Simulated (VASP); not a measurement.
# Li2O (Fm-3m) in VASP: single point with PBE

Aim: the single point of Li2O with PBE.

Program: VASP 6.6.1. These are calculated values, not measurements. Logs are shortened: lines on timing, memory, paths and dates and some standing lists are left out, and cuts for length are marked.

## (1) The cell of the first run

It takes space group Fm-3m (No. 225, cubic). The conventional cell has a = 4.619 Å, b = 4.619 Å, c = 4.619 Å, α = 90.00°, β = 90.00°, γ = 90.00°. Within 2.7 Å of Li (site symmetry -43m) lie 4 O at 2.00 Å and 6 Li at 2.31 Å. O (site symmetry m-3m) has 8 Li at 2.00 Å within 2.7 Å.

## (2) Single point, PBE

Contents of INCAR:

```
SYSTEM = Li2O
PREC = Accurate
ENCUT = 750
EDIFF = 1E-6
ISMEAR = 0
SIGMA = 0.05
LREAL = .False.
LASPH = .True.
NELM = 120
ALGO = Normal
ISIF = 2
LWAVE = .False.
LCHARG = .False.
GGA = PE
NBANDS = 13
GGA_COMPAT = .False.
```

Contents of KPOINTS:

```
regular mesh
0
Gamma
  12 12 12
  0 0 0
```

Contents of POSCAR:

```
Li2O
1.0
    0.0000000000      2.3095007135      2.3095007135
    2.3095007135      0.0000000000      2.3095007135
    2.3095007135      2.3095007135      0.0000000000
Li O
2 1
Direct
    0.2500000000      0.2500000000      0.2500000000
    0.7500000000      0.7500000000      0.7500000000
    0.0000000000      0.0000000000      0.0000000000
```

Potentials or basis: VASP PAW PBE potentials, release 64 (Li_sv, O).

Started as:

```sh
$ cat potpaw_PBE.64/Li_sv/POTCAR potpaw_PBE.64/O/POTCAR > POTCAR
$ mpirun -np 1 vasp_std > vasp.out
```

OUTCAR:

```text
SYSTEM = Li2O
   PREC = Accurate
   ENCUT = 750
   EDIFF = 1E-6
   ISMEAR = 0
   LREAL = .False.
   LASPH = .True.
   NELM = 120
   ISIF = 2
   GGA = PE

 ion  position               nearest neighbor table
   1  0.250  0.250  0.250-   3 2.00   3 2.00   3 2.00   3 2.00   2 2.31   2 2.31   2 2.31   2 2.31
                             2 2.31   2 2.31
   2  0.750  0.750  0.750-   3 2.00   3 2.00   3 2.00   3 2.00   1 2.31   1 2.31   1 2.31   1 2.31
                             1 2.31   1 2.31
   3  0.000  0.000  0.000-   2 2.00   2 2.00   2 2.00   1 2.00   1 2.00   1 2.00   2 2.00   1 2.00

  LATTYP: Found a face centered cubic cell.
 ALAT       =     4.6190014270

  Lattice vectors:

 A1 = (   0.0000000000,   2.3095007135,   2.3095007135)
 A2 = (   2.3095007135,   0.0000000000,   2.3095007135)
 A3 = (   2.3095007135,   2.3095007135,   0.0000000000)

Analysis of symmetry for initial positions (statically):
=====================================================================
 Subroutine PRICEL returns:
 Original cell was already a primitive cell.

 Routine SETGRP: Setting up the symmetry group for a
 face centered cubic supercell.

 Subroutine GETGRP returns: Found 48 space group operations
 (whereof 48 operations were pure point group operations)
 out of a pool of 48 trial point group operations.

The static configuration has the point symmetry O_h .

Analysis of symmetry for dynamics (positions and initial velocities):
=====================================================================
 Subroutine PRICEL returns:
 Original cell was already a primitive cell.

 Routine SETGRP: Setting up the symmetry group for a
 face centered cubic supercell.

 Subroutine GETGRP returns: Found 48 space group operations
 (whereof 48 operations were pure point group operations)
 out of a pool of 48 trial point group operations.

The dynamic configuration has the point symmetry O_h .

 Subroutine INISYM returns: Found 48 space group operations
 (whereof 48 operations are pure point group operations),
 and found     1 'primitive' translations

----------------------------------------------------------------------------------------

                                     Primitive cell

  volume of cell :      24.6368

  direct lattice vectors                    reciprocal lattice vectors
     0.000000000  2.309500713  2.309500713    -0.216497010  0.216497010  0.216497010
     2.309500713  0.000000000  2.309500713     0.216497010 -0.216497010  0.216497010
     2.309500713  2.309500713  0.000000000     0.216497010  0.216497010 -0.216497010

  length of vectors
     3.266127231  3.266127231  3.266127231     0.374983822  0.374983822  0.374983822

  position of ions in fractional coordinates (direct lattice)
     0.250000000  0.250000000  0.250000000
     0.750000000  0.750000000  0.750000000
     0.000000000  0.000000000  0.000000000

  ion indices of the primitive-cell ions
   primitive index   ion index
                 1           1
                 2           2
                 3           3

----------------------------------------------------------------------------------------

 KPOINTS: regular mesh

Automatic generation of k-mesh.
 Grid dimensions read from file:
 generate k-points for:   12   12   12

 Generating k-lattice:

  Cartesian coordinates                     Fractional coordinates (reciprocal lattice)
    -0.018041418  0.018041418  0.018041418     0.083333333  0.000000000  0.000000000
     0.018041418 -0.018041418  0.018041418     0.000000000  0.083333333  0.000000000
     0.018041418  0.018041418 -0.018041418     0.000000000  0.000000000  0.083333333

  Length of vectors
     0.031248652  0.031248652  0.031248652

  Shift w.r.t. Gamma in fractional coordinates (k-lattice)
     0.000000000  0.000000000  0.000000000

 Subroutine IBZKPT returns following result:
 ===========================================

 Found     72 irreducible k-points:

 Following reciprocal coordinates:
            Coordinates               Weight
  0.000000  0.000000  0.000000      1.000000
  0.083333  0.000000  0.000000      8.000000
  0.166667  0.000000  0.000000      8.000000
  0.250000  0.000000  0.000000      8.000000
  0.333333  0.000000  0.000000      8.000000
  0.416667  0.000000  0.000000      8.000000
[... 16 lines left out ...]
  0.500000  0.166667  0.000000     24.000000
 -0.416667  0.166667  0.000000     24.000000
 [... further k-points ...]
   k-points           NKPTS =     72   k-points in BZ     NKDIM =     72   number of bands    NBANDS=     13
   number of dos      NEDOS =    301   number of ions     NIONS =      3
   total plane-waves  NPLWV =  27000
   dimension x,y,z NGX =    30 NGY =   30 NGZ =   30
   dimension x,y,z NGXF=    60 NGYF=   60 NGZF=   60
   ions per type =               2   1
   NGX,Y,Z   is equivalent  to a cutoff of  15.27, 15.27, 15.27 a.u.
   NGXF,Y,Z  is equivalent  to a cutoff of  30.54, 30.54, 30.54 a.u.
 SYSTEM =  Li2O
   PREC   = accura    normal or accurate (medium, high low for compatibility)
   ISTART =      0    job   : 0-new  1-cont  2-samecut
   ICHARG =      2    charge: 1-file 2-atom 10-const
   ISPIN  =      1    spin polarized calculation?
   LNONCOLLINEAR =      F non collinear calculations
   LSORBIT =      F    spin-orbit coupling
   LASPH  =      T    aspherical Exc in radial PAW
   ENCUT  =  750.0 eV  55.12 Ry    7.42 a.u.   7.29  7.29  7.29*2*pi/ulx,y,z
   NELM   =    120;   NELMIN=  2; NELMDL= -5     # of ELM steps
   EDIFF  = 0.1E-05   stopping-criterion for ELM
   LREAL  =      F    real-space projection
   EDIFFG = 0.1E-04   stopping-criterion for IOM
   NSW    =      0    number of steps for IOM
   IBRION =     -1    ionic relax: 0-MD 1-quasi-New 2-CG
   NFREE  =      0    steps in history (QN), initial steepest desc. (CG)
   ISIF   =      2    stress and relaxation
   ISYM   =      2    0-nonsym 1-usesym 2-fastsym
   POTIM  = 0.5000    time-step for ionic-motion
   TEBEG  =    0.0;   TEEND  =   0.0 temperature during run
   PSTRESS=    0.0 pullay stress
   NELECT =      12.0000    total number of electrons
   NUPDOWN=      -1.0000    fix difference up-down
   EMIN   =  10.00;   EMAX   =-10.00  energy-range for DOS
   EFERMI =   0.00;   METHOD = LEGACY
   ISMEAR =     0;   SIGMA  =   0.05  broadening in eV -4-tet -1-fermi 0-gaus
   EFERMI_NEDOS =   21; number of points for ismear=-14 and -15
   IALGO  =     38    algorithm
   IMIX   =      4    mixing-type and parameters
     AMIX     =   0.40;   BMIX     =  1.00
     AMIX_MAG =   1.60;   BMIX_MAG =  1.00
  volume/ion in A,a.u.               =       8.21        55.42
  Fermi-wavevector in a.u.,A,eV,Ry     =   1.288073  2.434105 22.573862  1.659132
  Thomas-Fermi vector in A             =   2.420049
   LORBIT       =      0    0 simple, 1 ext, 2 COOP (PROOUT), +10 PAW based schemes
   GGA     = PE    functional components
   LHFCALC =     F    Hartree Fock is set to
   AEXX    =    0.0000 exact exchange contribution
   IVDW    =     0    specifies the selected vdW correction
   LEPSILON=     F    determine dielectric tensor
   LRPA    =     F    only Hartree local field effects (RPA)
 non-spin polarized calculation
 Gauss-broadening in eV      SIGMA  =   0.05
  energy-cutoff  :      750.00
  volume of cell :       24.64
 maximum number of plane-waves:      1174
 NGX is ok and might be reduce to    30
   NGX = 15   NGY = 15   NGZ = 15

 number of electron      12.0000000 magnetization

 Free energy of the ion-electron system (eV)
  ---------------------------------------------------
  ext. energy  EPLUGINS =         0.00000000
  ---------------------------------------------------
  free energy    TOTEN  =       -14.35601734 eV

  energy without entropy =      -14.35601734  energy(sigma->0) =      -14.35601734

 E-fermi :   1.6985     XC(G=0):  -9.7538

 val. band max:        1.3354135605   @ k =   0.0000   0.0000   0.0000
 cond. band min:       6.3149614497   @ k =   0.5000   0.5000   0.0000
 fundamental gap:      4.9795478892
 Fermi energy:         1.6985216655

 k-point     1 :       0.0000    0.0000    0.0000
  band No.  band energies     occupation
      1     -41.6467      2.00000
      2     -41.3168      2.00000
      3     -14.1138      2.00000
      4       1.3354      2.00000
      5       1.3354      2.00000
      6       1.3354      2.00000
      7       6.6043      0.00000
      8      13.2752      0.00000
      9      13.2752      0.00000
     10      13.2752      0.00000
     11      20.3402      0.00000
     12      20.3402      0.00000
     13      20.3402      0.00000

 k-point     2 :       0.0833    0.0000    0.0000
  band No.  band energies     occupation
      1     -41.6402      2.00000
      2     -41.3216      2.00000
      3     -14.1001      2.00000
      4       1.0931      2.00000
      5       1.3020      2.00000
      6       1.3020      2.00000
      7       6.7988      0.00000
      8      13.2902      0.00000
      9      13.3793      0.00000
     10      13.3793      0.00000
     11      19.5319      0.00000
     12      19.5319      0.00000
     13      20.5727      0.00000

 k-point     3 :       0.1667    0.0000    0.0000
  band No.  band energies     occupation
      1     -41.6212      2.00000
      2     -41.3359      2.00000
      3     -14.0615      2.00000
      4       0.4955      2.00000
      5       1.2140      2.00000
      6       1.2140      2.00000
      7       7.3095      0.00000
      8      13.2674      0.00000
      9      13.6100      0.00000
     10      13.6100      0.00000
     11      18.5475      0.00000
     12      18.5475      0.00000
     13      21.2157      0.00000

 k-point     4 :       0.2500    0.0000    0.0000
  band No.  band energies     occupation
      1     -41.5917      2.00000
      2     -41.3590      2.00000
      3     -14.0063      2.00000
      4      -0.2179      2.00000
      5       1.0999      2.00000
      6       1.0999      2.00000
      7       8.0229      0.00000
      8      13.0639      0.00000
      9      13.7485      0.00000
     10      13.7486      0.00000
     11      18.1358      0.00000
     12      18.1358      0.00000
     13      22.1185      0.00000

 k-point     5 :       0.3333    0.0000    0.0000
  band No.  band energies     occupation
      1     -41.5542      2.00000
      2     -41.3899      2.00000
      3     -13.9483      2.00000
      4      -0.8538      2.00000
      5       0.9921      2.00000
      6       0.9921      2.00000
      7       8.8743      0.00000
      8      12.5790      0.00000
      9      13.6572      0.00000
     10      13.6572      0.00000
     11      18.3800      0.00000
     12      18.3800      0.00000
     13      23.0726      0.00000
[... 257 lines left out ...]
 k-point    22 :       0.4167    0.1667    0.0000
  band No.  band energies     occupation
      1     -41.5323      2.00000
      2     -41.4061      2.00000
      3     -13.9066      2.00000
      4      -0.8716      2.00000
      5       0.6103      2.00000
      6       0.7138      2.00000
      7       8.6232      0.00000
      8      12.5648      0.00000
      9      13.8361      0.00000
     10      14.6838      0.00000
     11      17.0469      0.00000
     12      20.7445      0.00000
     13      23.5518      0.00000

 k-point    23 :       0.5000    0.1667    0.0000
  band No.  band energies     occupation
      1     -41.4948      2.00000
      2     -41.4403      2.00000
      3     -13.8748      2.00000
      4      -1.1801      2.00000
      5       0.5799      2.00000
      6       0.6312      2.00000
      7       9.2595      0.00000
      8      11.9356      0.00000
      9      13.8492      0.00000
     10      14.5166      0.00000
     11      18.1482      0.00000
     12      19.9992      0.00000
     13      24.0512      0.00000

 k-point    24 :      -0.4167    0.1667    0.0000
  band No.  band energies     occupation
      1     -41.4778      2.00000
      2     -41.4569      2.00000
      3     -13.8698      2.00000
      4      -1.2361      2.00000
      5       0.4754      2.00000
      6       0.7241      2.00000
      7       9.6708      0.00000
      8      11.4731      0.00000
      9      13.9645      0.00000
     10      14.4156      0.00000
     11      18.8279      0.00000
     12      19.1711      0.00000
     13      24.2552      0.00000

 [... further k-points ...]

------------------------ aborting loop because EDIFF is reached ----------------------------------------

  FORCE on cell =-STRESS in cart. coord.  units (eV):
  Direction    XX          YY          ZZ          XY          YZ          ZX
  --------------------------------------------------------------------------------------
  -------------------------------------------------------------------------------------
  Total        0.0058535      0.0058535      0.0058535      0.0000000      0.0000000      0.0000000
  in kB        0.3806673      0.3806673      0.3806673      0.0000000      0.0000000      0.0000000
  external PRESSURE =       0.3806673 kB  Pullay stress =       0.0000000 kB

 VOLUME and BASIS-vectors are now :
 -----------------------------------------------------------------------------
  energy-cutoff  :      750.00
  volume of cell :       24.64
      direct lattice vectors                 reciprocal lattice vectors
     0.000000000  2.309500713  2.309500713    -0.216497010  0.216497010  0.216497010
     2.309500713  0.000000000  2.309500713     0.216497010 -0.216497010  0.216497010
     2.309500713  2.309500713  0.000000000     0.216497010  0.216497010 -0.216497010

 POSITION                                       TOTAL-FORCE (eV/Angst)
 -----------------------------------------------------------------------------------
      1.15475      1.15475      1.15475        -0.000000     -0.000000     -0.000000
      3.46425      3.46425      3.46425         0.000000      0.000000      0.000000
      0.00000      0.00000      0.00000         0.000000      0.000000     -0.000000
 -----------------------------------------------------------------------------------
    total drift:                                0.000000     -0.000000      0.000000

  FREE ENERGIE OF THE ION-ELECTRON SYSTEM (eV)
  ---------------------------------------------------
  free  energy   TOTEN  =       -14.3560173448 eV

  energy  without entropy=      -14.3560173448  energy(sigma->0) =      -14.35601734
```

Wall time 37 s (1 thread of Intel Xeon Platinum 8375C at 2.90GHz (Ice Lake), shared host); peak memory 0.18 GiB.

Results:

```
Free energy            : -14.3560 eV
Pressure               : 0.0 GPa
Band gap on the k mesh : 4.98 eV (least direct gap 5.27 eV)
```

Levels at points of the mesh, in eV from the valence-band top:
```csv
k point,band 4,band 5,band 6,band 7,band 8,band 9
"(0.00, 0.00, 0.00)",0.00,0.00,0.00,5.27,11.94,11.94
"(0.50, 0.00, 0.00)",-2.77,-0.45,-0.45,9.21,9.81,12.07
"(0.50, 0.50, 0.00)",-1.60,-1.38,-1.38,4.98,13.54,13.54
```
